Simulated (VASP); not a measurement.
Wanted: the native input for a VASP 6.6.1 run.

```
Task                   : single point
Functional             : r2SCAN
Potentials or basis    : VASP PAW PBE potentials, release 64 (Si, Ge_d)
Cutoff                 : 520 eV
k mesh                 : 6 × 6 × 6
Occupations            : gaussian, width 0.01 eV
Spin                   : no spin polarisation
Dipole correction      : no
Further INCAR settings : ALGO = Normal; EDIFF = 1e-06; NBANDS = 21
```

The system is Si3Ge.

```
Si Ge
1.0
     1.94265    1.12159    6.34097
    -1.94265    1.12159    6.34097
     0.00000   -2.24318    6.34097
Si Ge
3 1
Direct
  0.00134 0.00134 0.00134
  0.49871 0.49871 0.49871
  0.37501 0.37501 0.37501
  0.87495 0.87495 0.87495
```

The input as run:

POSCAR

```
Si3Ge
1.0
    1.9426527485      1.1215910873      6.3409676197
   -1.9426527485      1.1215910873      6.3409676197
    0.0000000000     -2.2431821746      6.3409676197
Si Ge
3 1
Direct
    1.0013363433      0.0013363433      0.0013363433
    0.4987055951      0.4987055951      0.4987055951
    0.3750071689      0.3750071689      0.3750071689
    0.8749508926      0.8749508926      0.8749508926
```

INCAR.step1

```
SYSTEM = Si3Ge
PREC = Accurate
ENCUT = 520
ISMEAR = 0
SIGMA = 0.01
LREAL = .False.
LASPH = .True.
NELM = 60
NBANDS = 21
GGA = PE
ALGO = Normal
EDIFF = 1E-4
LWAVE = .True.
LCHARG = .False.
```

INCAR.step2

```
SYSTEM = Si3Ge
PREC = Accurate
ENCUT = 520
EDIFF = 1E-6
ISMEAR = 0
SIGMA = 0.01
LREAL = .False.
LASPH = .True.
NELM = 60
ALGO = Normal
ISIF = 2
LWAVE = .False.
LCHARG = .False.
METAGGA = R2SCAN
LMIXTAU = .True.
NBANDS = 21
ISTART = 1
```

KPOINTS

```
Automatic mesh
0
Gamma
  6 6 6
  0 0 0
```

Potentials or basis: VASP PAW PBE potentials, release 64 (Si, Ge_d).

Run with:

```sh
$ cat potpaw_PBE.64/Si/POTCAR potpaw_PBE.64/Ge_d/POTCAR > POTCAR
$ cp INCAR.step1 INCAR
$ mpirun -np 1 vasp_std > vasp.out
$ cp INCAR.step2 INCAR
$ mpirun -np 1 vasp_std > vasp.out
```

Results of the run:

The pressure is -0.1 GPa, the largest force is 0.022 eV/Å and the band gap on the k mesh is 0.80 eV, indirect (least direct gap 1.45 eV).

Caveat: the PAW data sets were made with another functional, which shifts forces and pressure a little.

Wall time 5.2 min on 1 thread of Intel(R) Xeon(R) 6975P-C (Granite Rapids) (shared host), peak memory 0.39 GiB.
